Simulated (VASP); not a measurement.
Write the native input for VASP 6.6.1 that does the following.

| Item | Value |
| --- | --- |
| Task | single point |
| Functional | PBE |
| Potentials or basis | VASP PAW PBE potentials, release 64 (Ti_sv, Al) |
| Cutoff | 520 eV |
| k mesh | 12 × 12 × 12 |
| Occupations | gaussian, width 0.1 eV |
| Spin | no spin polarisation |
| Dipole correction | no |
| Further INCAR settings | ALGO = Fast; EDIFF = 1e-06; NBANDS = 28 |

The structure of Ti3Al lies in POSCAR:

```
Ti3Al
1.0
    0.0000000000      3.2218575100      3.2218575100
    3.2218575100      0.0000000000      3.2218575100
    3.2218575100      3.2218575100      0.0000000000
Ti Al
3 1
Direct
    0.7500000000      0.7500000000      0.7500000000
    0.2500000000      0.2500000000      0.2500000000
    0.0000000000      0.0000000000      0.0000000000
    0.5000000000      0.5000000000      0.5000000000
```

These files were run (other wordings do the same):

INCAR

```
  ALGO = Fast
  EDIFF = 1E-6
  ENCUT = 520
  GGA = PE
  ISIF = 2
  ISMEAR = 0
  LASPH = T
  LCHARG = F
  LREAL = F
  LWAVE = F
  NBANDS = 28
  NELM = 80
  PREC = Accurate
  SIGMA = 0.1
```

KPOINTS

```
k-points
0
Gamma
  12 12 12
```

Potentials or basis: VASP PAW PBE potentials, release 64 (Ti_sv, Al).

Launch:

```sh
$ cat potpaw_PBE.64/Ti_sv/POTCAR potpaw_PBE.64/Al/POTCAR > POTCAR
$ mpirun -np 1 vasp_std > vasp.out
```

It gave:

* Pressure: -0.1 GPa
* Band gap on the k mesh: zero (an odd number of electrons rules out a gap without spin polarisation)

Wall time 13 min on 1 thread of Intel Xeon 8259CL, with other jobs on the host, peak memory 0.28 GiB.
